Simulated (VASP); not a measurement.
# BeTe3 (C2) in VASP: a series of runs

The runs below take BeTe3 through relaxation of cell and atoms, single point, with PBE.

Everything below comes from runs of VASP 6.6.1. Logs are shortened: lines on timing, memory, paths and dates and some standing lists are left out, and cuts for length are marked.

### 1 The cell of the first run

Symmetry: C2, No. 5, monoclinic system. The conventional cell has a = 5.510 Å, b = 5.666 Å, c = 7.694 Å, α = 90.00°, β = 90.12°, γ = 90.00°. Be (site symmetry 2) has 4 Te at 2.41 to 2.42 Å within 3.2 Å. Within 3.3 Å of Te (site symmetry 1) lie 2 Be at 2.41 to 2.42 Å and 2 Te at 3.11 to 3.20 Å. Te (site symmetry 2) has 8 Te at 3.11 to 3.95 Å within 4.1 Å.

### 2 Relaxation of cell and atoms, PBE

INCAR reads:

```
ALGO = Normal
EDIFF = 1E-6
EDIFFG = -0.01
ENCUT = 600
GGA = PE
IBRION = 2
ISIF = 3
ISMEAR = 0
LASPH = T
LCHARG = F
LREAL = F
LWAVE = F
NELM = 60
NSW = 100
PREC = Accurate
SIGMA = 0.1
```

KPOINTS reads:

```
k-points
0
Gamma
  10 10 6
```

POSCAR reads:

```
BeTe3
1.0
    2.7551033369     -2.8330315356      0.0000000000
    2.7551033369      2.8330315356      0.0000000000
   -0.0165832931      0.0000000000      7.6940650127
Be Te
1 3
Direct
    0.0123126478      0.9876873522      0.0000000000
    0.5148468522      0.9718242096      0.1805649605
    0.0281757904      0.4851531478      0.8194350395
    0.5446647096      0.4553352904      0.5000000000
```

Potentials or basis: VASP PAW PBE potentials, release 64 (Be, Te).

On the command line:

```sh
> cat potpaw_PBE.64/Be/POTCAR potpaw_PBE.64/Te/POTCAR > POTCAR
> mpirun -np 1 vasp_std > vasp.out
```

OUTCAR:

```text
EDIFF = 1E-6
   EDIFFG = -0.01
   ENCUT = 600
   GGA = PE
   IBRION = 2
   ISIF = 3
   ISMEAR = 0
   LASPH = T
   LREAL = F
   NELM = 60
   NSW = 100
   PREC = Accurate

 ion  position               nearest neighbor table
   1  0.012  0.988  0.000-   2 2.41   3 2.41   2 2.42   3 2.42
   2  0.515  0.972  0.181-   1 2.41   1 2.42   4 3.11   4 3.20
   3  0.028  0.485  0.819-   1 2.41   1 2.42   4 3.11   4 3.20
   4  0.545  0.455  0.500-   2 3.11   3 3.11   2 3.20   3 3.20

  LATTYP: Found a base centered monoclinic cell.
 ALAT       =     5.5102066738
 B/A-ratio  =     1.0282850366
 C/A-ratio  =     1.3963329035
 COS(beta)  =    -0.0021553307

  Lattice vectors:

 A1 = (   2.7551033369,  -2.8330315356,   0.0000000000)
 A2 = (   2.7551033369,   2.8330315356,   0.0000000000)
 A3 = (  -0.0165832931,   0.0000000000,   7.6940650127)

Analysis of symmetry for initial positions (statically):
=====================================================================
 Subroutine PRICEL returns:
 Original cell was already a primitive cell.

 Routine SETGRP: Setting up the symmetry group for a
 base centered monoclinic supercell.

 Subroutine GETGRP returns: Found  2 space group operations
 (whereof  2 operations were pure point group operations)
 out of a pool of  4 trial point group operations.

The static configuration has the point symmetry C_2 .

Analysis of symmetry for dynamics (positions and initial velocities):
=====================================================================
 Subroutine PRICEL returns:
 Original cell was already a primitive cell.

 Routine SETGRP: Setting up the symmetry group for a
 base centered monoclinic supercell.

 Subroutine GETGRP returns: Found  2 space group operations
 (whereof  2 operations were pure point group operations)
 out of a pool of  4 trial point group operations.

The dynamic configuration has the point symmetry C_2 .

 Subroutine INISYM returns: Found  2 space group operations
 (whereof  2 operations are pure point group operations),
 and found     1 'primitive' translations

----------------------------------------------------------------------------------------

                                     Primitive cell

  volume of cell :     120.1089

  direct lattice vectors                    reciprocal lattice vectors
     2.755103337 -2.833031536  0.000000000     0.181481396 -0.176489387  0.000391153
     2.755103337  2.833031536  0.000000000     0.181481396  0.176489387  0.000391153
    -0.016583293  0.000000000  7.694065013     0.000000000  0.000000000  0.129970308

  length of vectors
     3.951792262  3.951792262  7.694082884     0.253148482  0.253148482  0.129970308

  position of ions in fractional coordinates (direct lattice)
     0.012312648  0.987687352  0.000000000
     0.514846852  0.971824210  0.180564960
     0.028175790  0.485153148  0.819435040
     0.544664710  0.455335290  0.500000000

  ion indices of the primitive-cell ions
   primitive index   ion index
                 1           1
                 2           2
                 3           3
                 4           4

----------------------------------------------------------------------------------------

 KPOINTS: k-points

Automatic generation of k-mesh.
 Grid dimensions read from file:
 generate k-points for:   10   10    6

 Generating k-lattice:

  Cartesian coordinates                     Fractional coordinates (reciprocal lattice)
     0.018148140 -0.017648939  0.000039115     0.100000000  0.000000000  0.000000000
     0.018148140  0.017648939  0.000039115     0.000000000  0.100000000  0.000000000
     0.000000000  0.000000000  0.021661718     0.000000000  0.000000000  0.166666667

  Length of vectors
     0.025314848  0.025314848  0.021661718

  Shift w.r.t. Gamma in fractional coordinates (k-lattice)
     0.000000000  0.000000000  0.000000000

 Subroutine IBZKPT returns following result:
 ===========================================

 Found    172 irreducible k-points:

 Following reciprocal coordinates:
            Coordinates               Weight
  0.000000  0.000000  0.000000      1.000000
  0.100000  0.000000  0.000000      4.000000
  0.200000  0.000000  0.000000      4.000000
  0.300000  0.000000  0.000000      4.000000
  0.400000  0.000000  0.000000      4.000000
  0.500000  0.000000  0.000000      2.000000
[... 16 lines left out ...]
  0.300000  0.300000  0.000000      2.000000
  0.400000  0.300000  0.000000      4.000000
 [... further k-points ...]
   k-points           NKPTS =    172   k-points in BZ     NKDIM =    172   number of bands    NBANDS=     14
   number of dos      NEDOS =    301   number of ions     NIONS =      4
   total plane-waves  NPLWV =  65536
   dimension x,y,z NGX =    32 NGY =   32 NGZ =   64
   dimension x,y,z NGXF=    64 NGYF=   64 NGZF=  128
   ions per type =               1   3
   NGX,Y,Z   is equivalent  to a cutoff of  13.46, 13.46, 13.83 a.u.
   NGXF,Y,Z  is equivalent  to a cutoff of  26.92, 26.92, 27.66 a.u.
 SYSTEM =  unknown system
   PREC   = accura    normal or accurate (medium, high low for compatibility)
   ISTART =      0    job   : 0-new  1-cont  2-samecut
   ICHARG =      2    charge: 1-file 2-atom 10-const
   ISPIN  =      1    spin polarized calculation?
   LNONCOLLINEAR =      F non collinear calculations
   LSORBIT =      F    spin-orbit coupling
   LASPH  =      T    aspherical Exc in radial PAW
   ENCUT  =  600.0 eV  44.10 Ry    6.64 a.u.   7.89  7.89 15.37*2*pi/ulx,y,z
   NELM   =     60;   NELMIN=  2; NELMDL= -5     # of ELM steps
   EDIFF  = 0.1E-05   stopping-criterion for ELM
   LREAL  =      F    real-space projection
   EDIFFG = -.1E-01   stopping-criterion for IOM
   NSW    =    100    number of steps for IOM
   IBRION =      2    ionic relax: 0-MD 1-quasi-New 2-CG
   NFREE  =      1    steps in history (QN), initial steepest desc. (CG)
   ISIF   =      3    stress and relaxation
   ISYM   =      2    0-nonsym 1-usesym 2-fastsym
   POTIM  = 0.5000    time-step for ionic-motion
   TEBEG  =    0.0;   TEEND  =   0.0 temperature during run
   PSTRESS=    0.0 pullay stress
   NELECT =      20.0000    total number of electrons
   NUPDOWN=      -1.0000    fix difference up-down
   EMIN   =  10.00;   EMAX   =-10.00  energy-range for DOS
   EFERMI =   0.00;   METHOD = LEGACY
   ISMEAR =     0;   SIGMA  =   0.10  broadening in eV -4-tet -1-fermi 0-gaus
   EFERMI_NEDOS =   21; number of points for ismear=-14 and -15
   IALGO  =     38    algorithm
   IMIX   =      4    mixing-type and parameters
     AMIX     =   0.40;   BMIX     =  1.00
     AMIX_MAG =   1.60;   BMIX_MAG =  1.00
  volume/ion in A,a.u.               =      30.03       202.63
  Fermi-wavevector in a.u.,A,eV,Ry     =   0.900658  1.701996 11.036833  0.811184
  Thomas-Fermi vector in A             =   2.023642
   LORBIT       =      0    0 simple, 1 ext, 2 COOP (PROOUT), +10 PAW based schemes
   GGA     = PE    functional components
   LHFCALC =     F    Hartree Fock is set to
   AEXX    =    0.0000 exact exchange contribution
   IVDW    =     0    specifies the selected vdW correction
   LEPSILON=     F    determine dielectric tensor
   LRPA    =     F    only Hartree local field effects (RPA)
 conjugate gradient relaxation of ions
 non-spin polarized calculation
 Gauss-broadening in eV      SIGMA  =   0.10
  energy-cutoff  :      600.00
  volume of cell :      120.11
 maximum number of plane-waves:      4038
   NGX = 15   NGY = 15   NGZ = 31

--------------------------------------- Ionic step        1  -------------------------------------------

 number of electron      19.9999999 magnetization

 Free energy of the ion-electron system (eV)
  ---------------------------------------------------
  ext. energy  EPLUGINS =         0.00000000
  ---------------------------------------------------
  free energy    TOTEN  =       -12.91980906 eV

  energy without entropy =      -12.91048961  energy(sigma->0) =      -12.91514934

------------------------ aborting loop because EDIFF is reached ----------------------------------------

  FORCE on cell =-STRESS in cart. coord.  units (eV):
  Direction    XX          YY          ZZ          XY          YZ          ZX
  --------------------------------------------------------------------------------------
  -------------------------------------------------------------------------------------
  Total       -0.2897914     -0.4008252      0.1796025      0.0000000      0.0000000     -0.0223614
  in kB       -3.8656353     -5.3467564      2.3957849      0.0000000      0.0000000     -0.2982867
  external PRESSURE =      -2.2722023 kB  Pullay stress =       0.0000000 kB
[... 95 lines left out ...]
  FREE ENERGIE OF THE ION-ELECTRON SYSTEM (eV)
  ---------------------------------------------------
  free  energy   TOTEN  =       -12.9243877600 eV

  energy  without entropy=      -12.9160081304  energy(sigma->0) =      -12.92019795

[... ionic steps 4 to 24 ...]

--------------------------------------- Ionic step       25  -------------------------------------------

 number of electron      20.0000000 magnetization

------------------------ aborting loop because EDIFF is reached ----------------------------------------
[... 71 lines left out ...]
--------------------------------------- Ionic step       27  -------------------------------------------

 number of electron      20.0000000 magnetization

 Free energy of the ion-electron system (eV)
  ---------------------------------------------------
  ext. energy  EPLUGINS =         0.00000000
  ---------------------------------------------------
  free energy    TOTEN  =       -12.92780353 eV

  energy without entropy =      -12.91946285  energy(sigma->0) =      -12.92363319

 E-fermi :   4.9493     XC(G=0):  -8.8280

 val. band max:        4.9488522000   @ k =  -0.3000   0.4000   0.1667
 cond. band min:       4.9713755416   @ k =   0.5000   0.5000   0.5000
 fundamental gap:      0.0225233416
 Fermi energy:         4.9492659417

 k-point     1 :       0.0000    0.0000    0.0000
  band No.  band energies     occupation
      1      -7.8058      2.00000
      2      -6.2103      2.00000
      3      -5.6173      2.00000
      4       1.6308      2.00000
      5       2.0594      2.00000
      6       2.6817      2.00000
      7       2.6859      2.00000
      8       4.4301      2.00000
      9       4.4360      2.00000
     10       5.4681      0.00000
     11       5.4747      0.00000
     12       6.8288      0.00000
     13       7.4266      0.00000
     14       8.0121      0.00000
[... 377 lines left out ...]
      1      -6.4567      2.00000
      2      -5.7729      2.00000
      3      -5.1578      2.00000
      4       0.2491      2.00000
      5       0.6253      2.00000
      6       1.1334      2.00000
      7       1.6939      2.00000
      8       1.8952      2.00000
      9       2.9676      2.00000
     10       4.3079      2.00000
     11       4.9813      0.65021
     12       6.2108      0.00000
     13       8.3692      0.00000
     14       9.7197      0.00000

 [... further k-points ...]
[... 5 lines left out ...]
  --------------------------------------------------------------------------------------
  -------------------------------------------------------------------------------------
  Total       -0.0253195     -0.0119300      0.0099534      0.0000000      0.0000000     -0.0079003
  in kB       -0.3415409     -0.1609265      0.1342634      0.0000000      0.0000000     -0.1065694
  external PRESSURE =      -0.1227347 kB  Pullay stress =       0.0000000 kB
[... 19 lines left out ...]
  FREE ENERGIE OF THE ION-ELECTRON SYSTEM (eV)
  ---------------------------------------------------
  free  energy   TOTEN  =       -12.9278035320 eV

  energy  without entropy=      -12.9194628459  energy(sigma->0) =      -12.92363319

 reached required accuracy - stopping structural energy minimisation
```

It took 25 min on 1 thread of Intel Xeon 6975P-C (Granite Rapids), shared host; peak memory 0.51 GiB.

What came out:

```
Free energy                           : -12.9278 eV
Relaxed volume                        : 29.69 Å³/atom
Relaxed cell                          : a = 3.912 Å, b = 3.912 Å, c = 7.762 Å, α = 90.02°, β = 90.02°, γ = 89.85°
Space group after relaxing (to 0.1 Å) : P-4m2 (No. 115)
Energy gained by relaxing             : 2.0 meV/atom
Ionic steps                           : 27
Pressure after relaxing               : 0.0 GPa
Largest force after relaxing          : 0.009 eV/Å
Band gap on the k mesh                : zero (bands 10 and 11 overlap by 2.02 eV)
```

Forces on the atoms (eV/Å):
```
Be   0.000 -0.009  0.000
Te  -0.005  0.003  0.005
Te   0.005  0.003 -0.005
Te   0.000  0.004  0.000
```

Step by step:
| step | energy change (eV) | largest force (eV/Å) | pressure (GPa) | volume (Å³) |
| --- | --- | --- | --- | --- |
| 1 | 0.0000 | 0.0455 | -0.23 | 120.11 |
| 2 | -0.0029 | 0.0477 | -0.06 | 119.37 |
| 3 | -0.0046 | 0.0564 | 0.17 | 118.43 |
| 4 | -0.0046 | 0.0585 | 0.20 | 118.27 |
| 5 | -0.0055 | 0.0280 | -0.05 | 118.71 |
| 6 | -0.0055 | 0.0304 | -0.03 | 118.67 |
| 7 | -0.0057 | 0.0224 | -0.01 | 118.62 |
| 8 | -0.0058 | 0.0242 | 0.01 | 118.56 |
| 9 | -0.0059 | 0.0205 | 0.01 | 118.59 |
| 10 | -0.0062 | 0.0338 | -0.01 | 118.67 |
| 11 | -0.0061 | 0.0714 | -0.05 | 118.82 |
| 12 | -0.0063 | 0.0499 | -0.03 | 118.74 |
| 13 | -0.0063 | 0.0480 | -0.03 | 118.74 |
| 14 | -0.0065 | 0.0424 | -0.02 | 118.73 |
| 15 | -0.0068 | 0.0324 | -0.02 | 118.73 |
| 16 | -0.0069 | 0.0245 | 0.00 | 118.71 |
| 17 | -0.0069 | 0.0240 | -0.01 | 118.71 |
| 18 | -0.0070 | 0.0217 | -0.01 | 118.70 |
| 19 | -0.0072 | 0.0155 | 0.01 | 118.65 |
| 20 | -0.0074 | 0.0136 | 0.04 | 118.55 |
| 21 | -0.0073 | 0.0233 | 0.09 | 118.36 |
| 22 | -0.0074 | 0.0173 | 0.06 | 118.47 |
| 23 | -0.0075 | 0.0177 | -0.01 | 118.67 |
| 24 | -0.0075 | 0.0179 | -0.04 | 118.75 |
| 25 | -0.0077 | 0.0160 | -0.03 | 118.75 |
| 26 | -0.0079 | 0.0117 | 0.00 | 118.78 |
| 27 | -0.0080 | 0.0091 | -0.01 | 118.77 |

Final structure:
```xyz
4
Lattice="2.7697 -2.7625 0.0021 2.7697 2.7625 0.0021 -0.0105 0.0000 7.7619" Properties=species:S:1:pos:R:3 pbc="T T T"
Be    2.7591    2.6329    7.7640
Te    4.1492    1.2450    1.4156
Te    1.3796    1.2450    6.3505
Te    2.7644   -0.1505    3.8830
```

Caveat: spin-orbit coupling is left out, which moves the levels of the heavy elements.

### 3 Single point, PBE

INCAR reads:

```
SYSTEM = BeTe3
PREC = Accurate ; ENCUT = 520
EDIFF = 1E-6 ; ISMEAR = 0
SIGMA = 0.2 ; LREAL = .False.
LASPH = .True. ; NELM = 80
ALGO = Normal ; ISIF = 2
LWAVE = .False. ; LCHARG = .False.
GGA = PE ; NBANDS = 18
```

KPOINTS reads:

```
regular mesh
0
Gamma
  5 5 3
  0 0 0
```

POSCAR reads:

```
BeTe3
1.0
    2.7551015761     -2.8330315356     -0.0031149020
    2.7551015761      2.8330315356     -0.0031149020
   -0.0078844223      0.0000000000      7.6940788442
Be Te
1 3
Direct
    0.0123126478     -0.0123126478      0.0000000000
    0.5148468522     -0.0281757904      0.1805649605
    0.0281757904      0.4851531478      0.8194350395
    0.5446647096      0.4553352904      0.5000000000
```

Potentials or basis: VASP PAW PBE potentials, release 64 (Be, Te).

On the command line:

```sh
> cat potpaw_PBE.64/Be/POTCAR potpaw_PBE.64/Te/POTCAR > POTCAR
> mpirun -np 1 vasp_std > vasp.out
```

It took 37 s on 1 thread of Intel Xeon 6975P-C (Granite Rapids), shared host; peak memory 0.24 GiB.

Results (log left out):

```
Free energy            : -12.9428 eV
Pressure               : -0.2 GPa
Largest force          : 0.043 eV/Å
Band gap on the k mesh : zero (bands 10 and 11 overlap by 1.36 eV)
```

Forces in eV/Å, atoms in the order of the input:
```
Be   0.000 -0.027  0.000
Te  -0.013 -0.008  0.039
Te   0.013 -0.008 -0.039
Te   0.000  0.043  0.000
```

Stress tensor (GPa, compression positive):
```
-0.06  0.00  0.01
 0.00 -0.30  0.00
 0.01  0.00 -0.12
```

Levels at points of the mesh, in eV from the Fermi level:
```csv
k point,band 8,band 9,band 10,band 11,band 12,band 13
"(0.00, 0.00, 0.00)",-0.58,-0.52,0.45,0.56,1.91,2.45
```

Caveat: spin-orbit coupling is left out, which moves the levels of the heavy elements.

(Part 1 of 2 ends here.)

The gap in the log of VASP goes by the Fermi energy; the results here count the filled bands.